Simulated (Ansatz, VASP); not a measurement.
BaZrO3: VASP beside Ansatz

File POSCAR:

```
BaZrO3
1.0
    4.1815000000      0.0000000000      0.0000000000
    0.0000000000      4.1815000000      0.0000000000
    0.0000000000      0.0000000000      4.1815000000
Ba Zr O
1 1 3
Direct
    0.5000000000      0.4556103001      0.4556103001
    0.0000000000      0.0000000000      0.0000000000
    0.5000000000      0.0000000000      0.0000000000
    0.0000000000      0.5000000000      0.0000000000
    0.0000000000      0.0000000000      0.5000000000
```

The input INCAR.step1:

```
ALGO = Normal
EDIFF = 1E-4
ENCUT = 520
GGA = PE
ISMEAR = 0
LASPH = True
LCHARG = False
LREAL = False
LWAVE = True
NBANDS = 28
NELM = 100
PREC = Accurate
SIGMA = 0.05
```

File INCAR.step2:

```
ALGO = Normal
EDIFF = 1E-6
ENCUT = 520
ISIF = 2
ISMEAR = 0
ISTART = 1
LASPH = True
LCHARG = False
LMIXTAU = True
LREAL = False
LWAVE = False
METAGGA = R2SCAN
NBANDS = 28
NELM = 100
PREC = Accurate
SIGMA = 0.05
```

File KPOINTS:

```
k-points
0
Gamma
  6 6 6
```

Input for Ansatz:

```yaml
crystal:
  lattice:
    - [4.1815, 0.0, 0.0]
    - [0.0, 4.1815, 0.0]
    - [0.0, 0.0, 4.1815]
  atoms:
    - { symbol: Ba, position: [0.5, 0.4556103001, 0.4556103001] }
    - { symbol: Zr, position: [0.0, 0.0, 0.0] }
    - { symbol: O, position: [0.5, 0.0, 0.0] }
    - { symbol: O, position: [0.0, 0.5, 0.0] }
    - { symbol: O, position: [0.0, 0.0, 0.5] }
basis:
  ecutwfc: 500
kpoints:
  mp_grid: { grid: [6, 6, 6] }
hamiltonian:
  xc: r2scan
scf:
  occupations: { method: gaussian, width: 0.05 }
output:
  forces: true
  stress: true
  eigenvalues: true
```

Change from the starting cell: all Ba atoms moved +0.263 Å, as atom 1 towards its neighbour atom 3 (O) at 2.957 Å.

Alike in both runs: task single point; functional r2SCAN; k mesh 6 × 6 × 6; occupations gaussian, width 0.05 eV; no spin polarisation.

|  | VASP | Ansatz |
| --- | --- | --- |
| version | VASP 6.6.1 | Ansatz 0.2.0 |
| potentials or method | VASP PAW PBE potentials, release 64 (Ba_sv, Zr_sv, O), cutoff 520 eV | scalar-relativistic, plane waves, PAW |
| valence electrons in the cell | 40 | 40 |

Ansatz gave:

```
gap on the k mesh at the Fermi level (eV)                     : 3.70
least direct gap on the mesh (eV)                             : 3.91
pressure (GPa)                                                : 4.2
traceless stress, the component that is largest in VASP (GPa) : 1.40
rms of the force components (eV/Å)                            : 0.413
```

**Question.** What did VASP give for the same quantities?

**Answer.** gap on the k mesh at the Fermi level (eV): 3.66; least direct gap on the mesh (eV): 3.89; pressure (GPa): 5.4; traceless stress, the component that is largest in VASP (GPa): 1.51; rms of the force components (eV/Å): 0.441.

VASP's potentials were made for PBE, not for r2SCAN. Atom by atom the forces differ by 0.040 eV/Å (rms over components).

Spin-orbit coupling is off throughout.
